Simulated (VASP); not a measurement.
O, 20 atoms in the cell. The cell holds a disordered packing, 20 atoms: a = 7.218 Å, b = 7.218 Å, c = 7.218 Å, α = 90.00°, β = 90.00°, γ = 90.00°. 

```yaml
Program: VASP 6.6.1
Task: single point
Functional: LDA
Potentials_or_basis: VASP PAW LDA potentials, release 64 (O_h)
Cutoff: 1000 eV
k_mesh: 1 × 1 × 1
Occupations: fermi-dirac, width 0.05 eV
Spin: collinear spin, ferromagnetic start
Starting_moments: "[0.54, 0.55, 0.54, 0.54, 0.55, 0.54, 0.54, 0.55, 0.54, 0.54, 0.54, 0.54, 0.55, 0.54, 0.54, 0.54, 0.55, 0.54, 0.54, 0.55] μB"
Dipole_correction: no
Further_INCAR_settings: LREAL = Auto; ALGO = Normal; EDIFF = 1e-06; NBANDS = 80
```

Potentials or basis: VASP PAW LDA potentials, release 64 (O_h).

Command:

```sh
$ cat potpaw_LDA.64/O_h/POTCAR > POTCAR
$ mpirun -np 1 vasp_gam > vasp.out
```

Hardware: 1 thread of Intel(R) Xeon(R) Platinum 8259CL CPU @ 2.50GHz (Skylake/Cascade Lake) (shared host).

Q: Estimate the wall time of this run.

A: Wall time 6.1 min on 1 thread of Intel(R) Xeon(R) Platinum 8259CL CPU @ 2.50GHz (Skylake/Cascade Lake) (shared host), peak memory 0.82 GiB. Counts: scf iterations 34, k points 1.
